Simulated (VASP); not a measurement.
# SnS2 (P-3m1) in VASP: a series of runs

SnS2 is run at these levels: r2SCAN; tasks: relaxation of cell and atoms, relaxation of shape and atoms at fixed volume.

Everything below comes from runs of VASP 6.6.1. Logs are shortened: lines on timing, memory, paths and dates and some standing lists are left out, and cuts for length are marked.

**1. The cell of the first run**

It takes space group P-3m1 (No. 164, trigonal). Conventional cell: a = 3.673 Å, b = 3.673 Å, c = 6.265 Å, α = 90.00°, β = 90.00°, γ = 120.00°. Within 3.4 Å of Sn (site symmetry -3m) lie 6 S at 2.58 Å. S (site symmetry 3m) has 3 Sn at 2.58 Å within 3.4 Å.

**2. Relaxation of cell and atoms, r2SCAN**

The input, POSCAR:

```
SnS2
1.0
    3.6733046811      0.0000000000      0.0000000000
   -1.8366523405      3.1811751697      0.0000000000
    0.0000000000      0.0000000000      6.2647436561
Sn S
1 2
Direct
    0.0000000000      0.0000000000      0.0000000000
    0.3333333333      0.6666666667      0.2333701593
    0.6666666667      0.3333333333      0.7666298407
```

The input, INCAR.step1:

```
SYSTEM = SnS2
ALGO = Normal ; EDIFF = 1E-5
EDIFFG = -0.005 ; ENCUT = 550
GGA = PE ; GGA_COMPAT = .False.
IBRION = 2 ; ISIF = 3
ISMEAR = 0 ; LASPH = .True.
LCHARG = .False. ; LREAL = .False.
LWAVE = .True. ; NELM = 120
NELMIN = 4 ; NSW = 100
PREC = Accurate ; SIGMA = 0.02
```

The input, INCAR.step2:

```
SYSTEM = SnS2
ALGO = Normal ; EDIFF = 1E-7
EDIFFG = -0.005 ; ENCUT = 550
GGA_COMPAT = .False. ; IBRION = 2
ISIF = 3 ; ISMEAR = 0
ISTART = 1 ; LASPH = .True.
LCHARG = .False. ; LMIXTAU = .True.
LREAL = .False. ; LWAVE = .False.
METAGGA = R2SCAN ; NELM = 120
NELMIN = 4 ; NSW = 100
PREC = Accurate ; SIGMA = 0.02
```

The input, KPOINTS:

```
k-points
0
Gamma
  12 12 6
  0 0 0
```

Potentials or basis: VASP PAW PBE potentials, release 64 (Sn_d, S).

The run is started by

```console
$ cat potpaw_PBE.64/Sn_d/POTCAR potpaw_PBE.64/S/POTCAR > POTCAR
$ cp INCAR.step1 INCAR
$ mpirun -np 1 vasp_std > vasp.out
$ cp INCAR.step2 INCAR
$ mpirun -np 1 vasp_std > vasp.out
```

OUTCAR:

```text
SYSTEM = SnS2
   EDIFF = 1E-7
   EDIFFG = -0.005
   ENCUT = 550
   IBRION = 2
   ISIF = 3
   ISMEAR = 0
   ISTART = 1
   LASPH = .True.
   LREAL = .False.
   METAGGA = R2SCAN
   NELM = 120
   NELMIN = 4
   NSW = 100
   PREC = Accurate

 ion  position               nearest neighbor table
   1  0.000  0.000  0.000-   2 2.58   3 2.58   2 2.58   3 2.58   3 2.58   2 2.58
   2  0.333  0.667  0.233-   1 2.58   1 2.58   1 2.58
   3  0.667  0.333  0.767-   1 2.58   1 2.58   1 2.58

  LATTYP: Found a hexagonal cell.
 ALAT       =     3.6733046811
 C/A-ratio  =     1.7054789080

  Lattice vectors:

 A1 = (   3.6733046811,   0.0000000000,   0.0000000000)
 A2 = (  -1.8366523405,   3.1811751697,   0.0000000000)
 A3 = (   0.0000000000,   0.0000000000,   6.2647436561)

Analysis of symmetry for initial positions (statically):
=====================================================================
 Subroutine PRICEL returns:
 Original cell was already a primitive cell.

 Routine SETGRP: Setting up the symmetry group for a
 hexagonal supercell.

 Subroutine GETGRP returns: Found 12 space group operations
 (whereof 12 operations were pure point group operations)
 out of a pool of 24 trial point group operations.

The static configuration has the point symmetry D_3d.

Analysis of symmetry for dynamics (positions and initial velocities):
=====================================================================
 Subroutine PRICEL returns:
 Original cell was already a primitive cell.

 Routine SETGRP: Setting up the symmetry group for a
 hexagonal supercell.

 Subroutine GETGRP returns: Found 12 space group operations
 (whereof 12 operations were pure point group operations)
 out of a pool of 24 trial point group operations.

The dynamic configuration has the point symmetry D_3d.

 Subroutine INISYM returns: Found 12 space group operations
 (whereof 12 operations are pure point group operations),
 and found     1 'primitive' translations

----------------------------------------------------------------------------------------

                                     Primitive cell

  volume of cell :      73.2062

  direct lattice vectors                    reciprocal lattice vectors
     3.673304681  0.000000000  0.000000000     0.272234428  0.157174620  0.000000000
    -1.836652340  3.181175170  0.000000000     0.000000000  0.314349241  0.000000000
     0.000000000  0.000000000  6.264743656     0.000000000  0.000000000  0.159623451

  length of vectors
     3.673304681  3.673304681  6.264743656     0.314349241  0.314349241  0.159623451

  position of ions in fractional coordinates (direct lattice)
     0.000000000  0.000000000  0.000000000
     0.333333333  0.666666667  0.233370159
     0.666666667  0.333333333  0.766629841

  ion indices of the primitive-cell ions
   primitive index   ion index
                 1           1
                 2           2
                 3           3

----------------------------------------------------------------------------------------

 KPOINTS: k-points

Automatic generation of k-mesh.
 Grid dimensions read from file:
 generate k-points for:   12   12    6

 Generating k-lattice:

  Cartesian coordinates                     Fractional coordinates (reciprocal lattice)
     0.022686202  0.013097885  0.000000000     0.083333333  0.000000000  0.000000000
     0.000000000  0.026195770  0.000000000     0.000000000  0.083333333  0.000000000
     0.000000000  0.000000000  0.026603908     0.000000000  0.000000000  0.166666667

  Length of vectors
     0.026195770  0.026195770  0.026603908

  Shift w.r.t. Gamma in fractional coordinates (k-lattice)
     0.000000000  0.000000000  0.000000000

 Subroutine IBZKPT returns following result:
 ===========================================

 Found    100 irreducible k-points:

 Following reciprocal coordinates:
            Coordinates               Weight
  0.000000  0.000000  0.000000      1.000000
  0.083333  0.000000  0.000000      6.000000
  0.166667  0.000000  0.000000      6.000000
  0.250000  0.000000  0.000000      6.000000
  0.333333  0.000000  0.000000      6.000000
  0.416667  0.000000  0.000000      6.000000
[... 16 lines left out ...]
  0.166667  0.000000  0.166667      6.000000
  0.000000  0.166667  0.166667      6.000000
 [... further k-points ...]
   k-points           NKPTS =    100   k-points in BZ     NKDIM =    100   number of bands    NBANDS=     17
   number of dos      NEDOS =    301   number of ions     NIONS =      3
   total plane-waves  NPLWV =  37632
   dimension x,y,z NGX =    28 NGY =   28 NGZ =   48
   dimension x,y,z NGXF=    56 NGYF=   56 NGZF=   96
   ions per type =               1   2
   NGX,Y,Z   is equivalent  to a cutoff of  12.67, 12.67, 12.74 a.u.
   NGXF,Y,Z  is equivalent  to a cutoff of  25.34, 25.34, 25.48 a.u.
 SYSTEM =  SnS2
   PREC   = accura    normal or accurate (medium, high low for compatibility)
   ISTART =      1    job   : 0-new  1-cont  2-samecut
   ICHARG =      0    charge: 1-file 2-atom 10-const
   ISPIN  =      1    spin polarized calculation?
   LNONCOLLINEAR =      F non collinear calculations
   LSORBIT =      F    spin-orbit coupling
   LASPH  =      T    aspherical Exc in radial PAW
   ENCUT  =  550.0 eV  40.42 Ry    6.36 a.u.   7.02  7.02 11.98*2*pi/ulx,y,z
   NELM   =    120;   NELMIN=  4; NELMDL=  0     # of ELM steps
   EDIFF  = 0.1E-06   stopping-criterion for ELM
   LREAL  =      F    real-space projection
   EDIFFG = -.5E-02   stopping-criterion for IOM
   NSW    =    100    number of steps for IOM
   IBRION =      2    ionic relax: 0-MD 1-quasi-New 2-CG
   NFREE  =      1    steps in history (QN), initial steepest desc. (CG)
   ISIF   =      3    stress and relaxation
   ISYM   =      2    0-nonsym 1-usesym 2-fastsym
   POTIM  = 0.5000    time-step for ionic-motion
   TEBEG  =    0.0;   TEEND  =   0.0 temperature during run
   PSTRESS=    0.0 pullay stress
   NELECT =      26.0000    total number of electrons
   NUPDOWN=      -1.0000    fix difference up-down
   EMIN   =  10.00;   EMAX   =-10.00  energy-range for DOS
   EFERMI =   0.00;   METHOD = LEGACY
   ISMEAR =     0;   SIGMA  =   0.02  broadening in eV -4-tet -1-fermi 0-gaus
   EFERMI_NEDOS =   21; number of points for ismear=-14 and -15
   IALGO  =     38    algorithm
   IMIX   =      4    mixing-type and parameters
     AMIX     =   0.40;   BMIX     =  1.00
     AMIX_MAG =   1.60;   BMIX_MAG =  1.00
  volume/ion in A,a.u.               =      24.40       164.67
  Fermi-wavevector in a.u.,A,eV,Ry     =   1.159356  2.190864 18.287664  1.344105
  Thomas-Fermi vector in A             =   2.295949
   LORBIT       =      0    0 simple, 1 ext, 2 COOP (PROOUT), +10 PAW based schemes
   METAGGA = R2SCAN    functional components
   LHFCALC =     F    Hartree Fock is set to
   AEXX    =    0.0000 exact exchange contribution
   IVDW    =     0    specifies the selected vdW correction
   LEPSILON=     F    determine dielectric tensor
   LRPA    =     F    only Hartree local field effects (RPA)
 conjugate gradient relaxation of ions
 non-spin polarized calculation
 Gauss-broadening in eV      SIGMA  =   0.02
  energy-cutoff  :      550.00
  volume of cell :       73.21
 maximum number of plane-waves:      2164
   NGX = 15   NGY = 15   NGZ = 23

--------------------------------------- Ionic step        1  -------------------------------------------

 number of electron      26.0000004 magnetization

 Free energy of the ion-electron system (eV)
  ---------------------------------------------------
  ext. energy  EPLUGINS =         0.00000000
  ---------------------------------------------------
  free energy    TOTEN  =       -42.23379086 eV

  energy without entropy =      -42.23379086  energy(sigma->0) =      -42.23379086

------------------------ aborting loop because EDIFF is reached ----------------------------------------

  FORCE on cell =-STRESS in cart. coord.  units (eV):
  Direction    XX          YY          ZZ          XY          YZ          ZX
  --------------------------------------------------------------------------------------
  -------------------------------------------------------------------------------------
  Total       -0.0224190     -0.0224190     -0.0218279     -0.0000000     -0.0000000      0.0000000
  in kB       -0.4906576     -0.4906576     -0.4777221     -0.0000000     -0.0000000      0.0000000
  external PRESSURE =      -0.4863458 kB  Pullay stress =       0.0000000 kB
[... 59 lines left out ...]
  energy  without entropy=      -42.2337925475  energy(sigma->0) =      -42.23379255

--------------------------------------- Ionic step        3  -------------------------------------------

 number of electron      26.0000004 magnetization

 Free energy of the ion-electron system (eV)
  ---------------------------------------------------
  ext. energy  EPLUGINS =         0.00000000
  ---------------------------------------------------
  free energy    TOTEN  =       -42.23379747 eV

  energy without entropy =      -42.23379747  energy(sigma->0) =      -42.23379747

 E-fermi :   3.5616     XC(G=0):  -9.7471

 val. band max:        3.4346602422   @ k =   0.1667   0.0000   0.1667
 cond. band min:       5.3420082951   @ k =   0.5000   0.0000   0.3333
 fundamental gap:      1.9073480528
 Fermi energy:         3.5616117410

 k-point     1 :       0.0000    0.0000    0.0000
  band No.  band energies     occupation
      1     -17.9835      2.00000
      2     -17.9835      2.00000
      3     -17.9187      2.00000
      4     -17.8967      2.00000
      5     -17.8967      2.00000
      6     -10.6168      2.00000
[... 9 lines left out ...]
     16       9.3875      0.00000
     17       9.3875      0.00000
[... 443 lines left out ...]
      1     -18.0040      2.00000
      2     -17.9712      2.00000
      3     -17.9103      2.00000
      4     -17.9013      2.00000
      5     -17.8928      2.00000
      6     -10.2880      2.00000
[... 9 lines left out ...]
     16       9.8016      0.00000
     17      10.0278      0.00000

 [... further k-points ...]

------------------------ aborting loop because EDIFF is reached ----------------------------------------

  FORCE on cell =-STRESS in cart. coord.  units (eV):
  Direction    XX          YY          ZZ          XY          YZ          ZX
  --------------------------------------------------------------------------------------
  -------------------------------------------------------------------------------------
  Total       -0.0000488     -0.0000488     -0.0015715     -0.0000000      0.0000000     -0.0000000
  in kB       -0.0010687     -0.0010687     -0.0344124     -0.0000000      0.0000000     -0.0000000
  external PRESSURE =      -0.0121833 kB  Pullay stress =       0.0000000 kB
[... 18 lines left out ...]
  FREE ENERGIE OF THE ION-ELECTRON SYSTEM (eV)
  ---------------------------------------------------
  free  energy   TOTEN  =       -42.2337974684 eV

  energy  without entropy=      -42.2337974684  energy(sigma->0) =      -42.23379747

 reached required accuracy - stopping structural energy minimisation
```

Wall time 16 min (1 thread of Intel Xeon 6975P-C (Granite Rapids), shared host); peak memory 0.29 GiB.

What came out:

```
Free energy                           : -42.2338 eV
Relaxed volume                        : 24.39 Å³/atom
Relaxed cell                          : a = 3.673 Å, b = 3.673 Å, c = 6.264 Å, α = 90.00°, β = 90.00°, γ = 120.00°
Space group after relaxing (to 0.1 Å) : P-3m1 (No. 164)
Energy gained by relaxing             : 0.0 meV/atom
Ionic steps                           : 3
Pressure after relaxing               : 0.0 GPa
Largest force after relaxing          : 0.004 eV/Å
Band gap on the k mesh                : 1.91 eV (least direct gap 2.22 eV)
```

Forces in eV/Å, atoms in the order of the input:
```
Sn   0.000  0.000  0.000
S    0.000  0.000  0.004
S    0.000  0.000 -0.004
```

Final structure:
```
CELL_PARAMETERS angstrom
3.67260 0.00000 0.00000
-1.83630 3.18057 0.00000
0.00000 0.00000 6.26358
ATOMIC_POSITIONS crystal
Sn 0.00000 0.00000 0.00000
S 0.33333 0.66667 0.23336
S 0.66667 0.33333 0.76664
```

Caveat: the PAW data sets were made with another functional, which shifts forces and pressure a little; spin-orbit coupling is left out, which moves the levels of the heavy elements. A k mesh can miss the band edges.

(Part 1 of 2 ends here.)
